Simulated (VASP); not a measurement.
Input of a VASP 6.6.1 run:

INCAR

```
PREC     = Accurate       # precision mode
ENCUT    = 520            # plane-wave cutoff, eV
EDIFF    = 1E-8           # SCF threshold, eV
ISMEAR   = 0              # smearing method
SIGMA    = 0.1            # smearing width, eV
LREAL    = False          # projectors in reciprocal space
LASPH    = True           # aspherical terms in the spheres
NELM     = 60             # most SCF steps
ALGO     = Normal         # electronic algorithm
ISIF     = 2              # what is computed and relaxed
LWAVE    = False          # write WAVECAR
LCHARG   = False          # write CHGCAR
GGA      = CA             # functional
LEFG     = True         
NBANDS   = 20             # bands
```

Contents of KPOINTS:

```
Automatic mesh
0
Gamma
  2 2 4
```

Contents of POSCAR:

```
S
1.0
    5.6780537900      0.0000000000      0.0000000000
    0.0000000000      5.6780537900      0.0000000000
    0.0000000000      0.0000000000      2.9496155800
S
4
Direct
    1.1503913800      1.2073913800      0.5530000000
    0.3836086200      0.4406086200      0.5530000000
    0.6503913800      0.9406086200      0.0530000000
    0.8836086200      0.7073913800      0.0530000000
```

Potentials or basis: VASP PAW LDA potentials, release 64 (S).

Command:

```sh
$ cat potpaw_LDA.64/S/POTCAR > POTCAR
$ mpirun -np 1 vasp_std > vasp.out
```

Q: Estimate the band gap on the k mesh.

A: Zero (bands 12 and 13 overlap by 0.96 eV).

Q: What does it give for the pressure?

A: -0.2 GPa.

Q: What does it give for the largest force?

A: 0.274 eV/Å.

Stress tensor (GPa, compression positive):
```
-1.50  0.00  0.00
 0.00 -1.50  0.00
 0.00  0.00  2.33
```

Caveat: the k points lie up to 0.55 Å⁻¹ apart, too coarse for converged energies and pressures of a metal; without QUAD_EFG the Cq values of the log hold for a quadrupole moment of 1 mb, not for the nuclei.
